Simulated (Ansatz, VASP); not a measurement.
**Ir: VASP beside Ansatz**

Contents of INCAR:

```
PREC = Accurate
ENCUT = 600
EDIFF = 1E-6
ISMEAR = -1
SIGMA = 0.05
LREAL = False
LASPH = True
NELM = 80
ALGO = Normal
ISIF = 3
LWAVE = False
LCHARG = False
GGA = PS
IBRION = 2
NSW = 80
EDIFFG = -0.005
```

The input KPOINTS:

```
regular mesh
0
Gamma
  11 11 6
```

POSCAR

```
Ir
1.0
    2.7513778946      0.0000000000      0.0000000000
   -1.3756889473      2.3827631521      0.0000000000
    0.0000000000      0.0000000000      4.4622900000
Ir
2
Direct
    0.3333333333      0.6666666667      0.2500000000
    0.6666666667      0.3333333333      0.7500000000
```

input.yaml

```yaml
crystal:
  lattice:
    - [2.7513778946, 0.0, 0.0]
    - [-1.3756889473, 2.3827631521, 0.0]
    - [0.0, 0.0, 4.46229]
  atoms:
    - { symbol: Ir, position: [0.3333333333, 0.6666666667, 0.25] }
    - { symbol: Ir, position: [0.6666666667, 0.3333333333, 0.75] }
kpoints:
  mp_grid: { grid: [11, 11, 6] }
scf:
  occupations: { method: fermi_dirac, width: 0.05 }
hamiltonian:
  xc: pbesol
  pseudopotentials: { kind: all_electron, lapw: { basis_error: 0.001 } }
output:
  forces: true
  stress: true
relax:
  f_tol: 0.005
  max_steps: 60
  cell: {}
```

Alike in both runs: task relaxation of cell and atoms; functional PBEsol; k mesh 11 × 11 × 6; occupations fermi-dirac, width 0.05 eV; no spin polarisation.

```csv
,VASP,Ansatz
version,VASP 6.6.1,Ansatz 0.2.0
potentials or method,"VASP PAW PBE potentials, release 64 (Ir), cutoff 600 eV","all-electron LAPW, scalar-relativistic"
```

```tsv
	VASP	Ansatz	Ansatz less VASP
relaxed volume (Å³/atom)	14.16	14.12	-0.039
relaxed cell length with the largest relative difference (Å)	4.413	4.408	-0.0047
```

VASP's potentials were made for PBE, not for PBEsol. Ansatz ran all-electron here, and VASP with PAW potentials.

Spin-orbit coupling is off throughout.
